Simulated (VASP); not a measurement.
Here is a VASP 6.6.1 calculation.

INCAR

```
ALGO = Normal ; DIPOL = 0.5 0.5 0.500
EDIFF = 1E-6 ; EFIELD = -0.3
ENCUT = 520 ; IDIPOL = 3
ISIF = 2 ; ISMEAR = 0
LASPH = True ; LCHARG = True
LDIPOL = True ; LELF = True
LREAL = False ; LVACPOTAV = True
LVHAR = True ; LWAVE = False
NBANDS = 20 ; NELM = 80
PREC = Accurate ; SIGMA = 0.02
```

The input KPOINTS:

```
k-points
0
Gamma
  3 5 1
```

The input POSCAR:

```
CaMg
1.0
    5.6222980000      0.0000000000      0.0000000000
    0.0000000000      3.6681190000      0.0000000000
    0.0000000000      0.0000000000     20.2355779252
Ca Mg
2 2
Direct
    0.5000000000      0.0000000000      0.3953432924
    0.5000000000      0.5000000000      0.5523283931
    0.0000000000      0.5000005000      0.4476716069
    0.0000000000      0.0000005000      0.6046567076
```

Potentials or basis: VASP PAW LDA potentials, release 64 (Ca_sv, Mg).

The run is started by

```sh
$ cat potpaw_LDA.64/Ca_sv/POTCAR potpaw_LDA.64/Mg/POTCAR > POTCAR
$ mpirun -np 1 vasp_std > vasp.out
```

Task: Estimate the largest force.

Result: 0.472 eV/Å.

Task: Estimate the band gap on the k mesh.

Result: Zero (band 12 reaches -1.35 eV, above the bottom of band 13 at -1.76 eV).

Forces in eV/Å, atoms in the order of the input:
```
Ca   0.000  0.000  0.076
Ca   0.000  0.000  0.050
Mg   0.000  0.000  0.346
Mg   0.000  0.000 -0.472
```

Caveat: the k points lie up to 0.37 Å⁻¹ apart.
